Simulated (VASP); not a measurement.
# Al in VASP: relaxation of the atoms with PBE

Aim: the relaxation of the atoms of Al with PBE.

All numbers are computed with VASP 6.6.1; they aren't measurements. Logs are shortened: lines on timing, memory, paths and dates and some standing lists are left out, and cuts for length are marked.

### 1 The cell of the first run

The cell holds a slab with vacuum, 13 atoms: a = 5.714 Å, b = 5.714 Å, c = 20.102 Å, α = 90.00°, β = 90.00°, γ = 120.00°.

### 2 Relaxation of the atoms, PBE

INCAR reads:

```
SYSTEM = Al
PREC = Accurate
ENCUT = 450
EDIFF = 1E-7
ISMEAR = 0
SIGMA = 0.1
LREAL = .False.
LASPH = .True.
NELM = 120
ALGO = Normal
ISIF = 2
LWAVE = .False.
LCHARG = .False.
LDIPOL = .True.
IDIPOL = 3
DIPOL = 0.5 0.5 0.331
GGA = PE
IBRION = 2
NSW = 36
EDIFFG = -0.025
GGA_COMPAT = .False.
NELMIN = 4
NELMDL = -8
```

KPOINTS reads:

```
Automatic mesh
0
Gamma
  6 6 1
  0 0 0
```

POSCAR reads:

```
Al
1.0
    5.7143028096      0.0000000000      0.0000000000
   -2.8571514048      4.9487313980      0.0000000000
    0.0000000000      0.0000000000     20.1016424764
Al
13
Selective dynamics
Direct
    0.3333333333      0.1666666667      0.1989887147  F F F
    0.3333333333      0.6666666667      0.1989887147  F F F
    0.8333333333      0.1666666667      0.1989887147  F F F
    0.8333333333      0.6666666667      0.1989887147  F F F
    0.1666666667      0.3333333333      0.3134533099  F F F
    0.1666666667      0.8333333333      0.3134533099  F F F
    0.6666666667      0.3333333333      0.3134533099  F F F
    0.6666666667      0.8333333333      0.3134533099  F F F
    0.0000000000      0.0000000000      0.4279074452  F F F
    0.0000000000      0.5000000000      0.4279074452  F F F
    0.5000000000      0.0000000000      0.4279074452  F F F
    0.5000000000      0.5000000000      0.4279074452  F F F
    0.1666666667      0.0833333333      0.5467747907  F F T
```

Potentials or basis: VASP PAW PBE potentials, release 64 (Al).

Command:

```console
> cat potpaw_PBE.64/Al/POTCAR > POTCAR
> mpirun -np 1 vasp_std > vasp.out
```

OUTCAR:

```text
SYSTEM = Al
   PREC = Accurate
   ENCUT = 450
   EDIFF = 1E-7
   ISMEAR = 0
   LREAL = .False.
   LASPH = .True.
   NELM = 120
   ISIF = 2
   GGA = PE
   IBRION = 2
   NSW = 36
   EDIFFG = -0.025
   NELMIN = 4
   NELMDL = -8

 ion  position               nearest neighbor table
   1  0.333  0.167  0.199-   5 2.83   6 2.83   7 2.83   4 2.86   2 2.86   2 2.86   4 2.86   3 2.86
                             3 2.86
   2  0.333  0.667  0.199-   6 2.83   5 2.83   8 2.83   3 2.86   1 2.86   1 2.86   3 2.86   4 2.86
                             4 2.86
   3  0.833  0.167  0.199-   7 2.83   8 2.83   5 2.83   4 2.86   2 2.86   4 2.86   2 2.86   1 2.86
                             1 2.86
   4  0.833  0.667  0.199-   8 2.83   7 2.83   6 2.83   3 2.86   1 2.86   3 2.86   1 2.86   2 2.86
                             2 2.86
   5  0.167  0.333  0.313-   9 2.83  12 2.83  10 2.83   1 2.83   2 2.83   3 2.83   8 2.86   6 2.86
                             6 2.86   8 2.86   7 2.86   7 2.86
   6  0.167  0.833  0.313-  10 2.83  11 2.83   9 2.83   2 2.83   1 2.83   4 2.83   7 2.86   5 2.86
                             5 2.86   7 2.86   8 2.86   8 2.86
   7  0.667  0.333  0.313-  11 2.83  10 2.83  12 2.83   3 2.83   4 2.83   1 2.83   8 2.86   6 2.86
                             8 2.86   6 2.86   5 2.86   5 2.86
   8  0.667  0.833  0.313-  12 2.83   9 2.83  11 2.83   4 2.83   3 2.83   2 2.83   7 2.86   5 2.86
                             7 2.86   5 2.86   6 2.86   6 2.86
   9  0.000  0.000  0.428-  13 2.53   5 2.83   8 2.83   6 2.83  12 2.86  10 2.86  10 2.86  12 2.86
                            11 2.86  11 2.86
  10  0.000  0.500  0.428-   6 2.83   7 2.83   5 2.83   9 2.86  11 2.86   9 2.86  11 2.86  12 2.86
                            12 2.86
  11  0.500  0.000  0.428-   7 2.83   6 2.83   8 2.83  10 2.86  12 2.86  12 2.86  10 2.86   9 2.86
                             9 2.86  13 3.24
  12  0.500  0.500  0.428-   8 2.83   5 2.83   7 2.83   9 2.86  11 2.86  11 2.86   9 2.86  10 2.86
                            10 2.86  13 3.24
  13  0.167  0.083  0.547-   9 2.53  11 3.24  12 3.24

  LATTYP: Found a hexagonal cell.
 ALAT       =     5.7143028096
 C/A-ratio  =     3.5177769093

  Lattice vectors:

 A1 = (   5.7143028096,   0.0000000000,   0.0000000000)
 A2 = (  -2.8571514048,   4.9487313980,   0.0000000000)
 A3 = (   0.0000000000,   0.0000000000,  20.1016424764)

Analysis of symmetry for initial positions (statically):
=====================================================================
[... 169 lines left out ...]
  volume/ion in A,a.u.               =      43.73       295.08
  Fermi-wavevector in a.u.,A,eV,Ry     =   0.670193  1.266482  6.111182  0.449159
  Thomas-Fermi vector in A             =   1.745637
   LORBIT       =      0    0 simple, 1 ext, 2 COOP (PROOUT), +10 PAW based schemes
   GGA     = PE    functional components
   LHFCALC =     F    Hartree Fock is set to
   AEXX    =    0.0000 exact exchange contribution
   IVDW    =     0    specifies the selected vdW correction
   LEPSILON=     F    determine dielectric tensor
   LRPA    =     F    only Hartree local field effects (RPA)
 conjugate gradient relaxation of ions
 non-spin polarized calculation
 Gauss-broadening in eV      SIGMA  =   0.10
  energy-cutoff  :      450.00
  volume of cell :      568.45
 maximum number of plane-waves:     12344
   NGX = 19   NGY = 19   NGZ = 69

 dipolmoment           0.000000      0.000000     -0.008752 electrons x Angstroem

 number of electron      39.0000000 magnetization

 dipolmoment           0.000000      0.000000      0.023625 electrons x Angstroem

 Free energy of the ion-electron system (eV)
  ---------------------------------------------------
  ext. energy  EPLUGINS =         0.00000000
  ---------------------------------------------------
  free energy    TOTEN  =       -44.73704319 eV

  energy without entropy =      -44.72022096  energy(sigma->0) =      -44.72863208

 E-fermi :   0.5129     XC(G=0):  -4.9414

 val. band max:        0.4662037102   @ k =   0.1667   0.1667   0.0000
 cond. band min:       0.5929486619   @ k =  -0.1667   0.3333   0.0000
 fundamental gap:      0.1267449517
 Fermi energy:         0.5129036479

 k-point     1 :       0.0000    0.0000    0.0000
  band No.  band energies     occupation
      1     -10.0206      2.00000
      2      -8.3777      2.00000
      3      -5.9610      2.00000
      4      -4.2447      2.00000
      5      -4.1406      2.00000
      6      -4.1370      2.00000
[... 366 lines left out ...]
     25       2.5625      0.00000
     26       3.2325      0.00000

------------------------ aborting loop because EDIFF is reached ----------------------------------------

 vacuum level on the upper side and lower side of the slab       (xc-potential included)        -0.182        -0.253

  FORCE on cell =-STRESS in cart. coord.  units (eV):
  Direction    XX          YY          ZZ          XY          YZ          ZX
  --------------------------------------------------------------------------------------
  -------------------------------------------------------------------------------------
  Total       -2.9652860     -2.9807356      0.8656323      0.0133798      0.7054517      1.2218783
  in kB       -8.3577330     -8.4012782      2.4398064      0.0377112      1.9883334      3.4438946
  external PRESSURE =      -4.7730683 kB  Pullay stress =       0.0000000 kB

 VOLUME and BASIS-vectors are now :
 -----------------------------------------------------------------------------
  energy-cutoff  :      450.00
  volume of cell :      568.45
      direct lattice vectors                 reciprocal lattice vectors
     5.714302810  0.000000000  0.000000000     0.174999476  0.101035995  0.000000000
    -2.857151405  4.948731398  0.000000000     0.000000000  0.202071990  0.000000000
     0.000000000  0.000000000 20.101642476     0.000000000  0.000000000  0.049747179

 POSITION                                       TOTAL-FORCE (eV/Angst)
 -----------------------------------------------------------------------------------
      1.42858      0.82479      4.00000        -0.032404     -0.018709     -0.091451
     -0.00000      3.29915      4.00000        -0.012090     -0.006980     -0.019025
      4.28573      0.82479      4.00000         0.009465      0.000931     -0.078531
      2.85715      3.29915      4.00000         0.005539      0.007732     -0.078531
      0.00000      1.64958      6.30093         0.000193     -0.009751     -0.001609
     -1.42858      4.12394      6.30093        -0.008348      0.005042     -0.001609
      2.85715      1.64958      6.30093        -0.013353     -0.007709      0.059062
      1.42858      4.12394      6.30093         0.028791      0.016622      0.110528
      0.00000      0.00000      8.60164        -0.322334     -0.186099     -0.771178
     -1.42858      2.47437      8.60164         0.057956      0.033461      0.237630
      2.85715      0.00000      8.60164        -0.132843      0.028014      0.310131
      1.42858      2.47437      8.60164        -0.042160     -0.129053      0.310131
      0.71429      0.41239     10.99107         0.461590      0.266499      0.014452
 -----------------------------------------------------------------------------------
    total drift:                                0.000011      0.000006      0.000119

  FREE ENERGIE OF THE ION-ELECTRON SYSTEM (eV)
  ---------------------------------------------------
  free  energy   TOTEN  =       -44.7370431901 eV

  energy  without entropy=      -44.7202209619  energy(sigma->0) =      -44.72863208

 reached required accuracy - stopping structural energy minimisation

 vacuum level on the upper side and lower side of the slab         4.432         4.359
```

Run time: 4.1 min. Hardware: 1 thread of Intel Xeon 6975P-C (Granite Rapids), shared host; peak memory 0.54 GiB.

Results:

```yaml
Free_energy: -44.7370 eV
Band_gap_on_the_k_mesh: zero (an odd number of electrons rules out a gap without spin polarisation)
```

Final structure:
```xyz
13
Lattice="5.7143 0.0000 0.0000 -2.8572 4.9487 0.0000 0.0000 0.0000 20.1016" Properties=species:S:1:pos:R:3 pbc="T T T"
Al    1.4286    0.8248    4.0000
Al    0.0000    3.2992    4.0000
Al    4.2857    0.8248    4.0000
Al    2.8572    3.2992    4.0000
Al    0.0000    1.6496    6.3009
Al   -1.4286    4.1239    6.3009
Al    2.8572    1.6496    6.3009
Al    1.4286    4.1239    6.3009
Al    0.0000    0.0000    8.6016
Al   -1.4286    2.4744    8.6016
Al    2.8572    0.0000    8.6016
Al    1.4286    2.4744    8.6016
Al    0.7143    0.4124   10.9911
```

Caveat: the relaxation stopped at its first step, so nothing moved.

The gap in the log of VASP goes by the Fermi energy; the results here count the filled bands.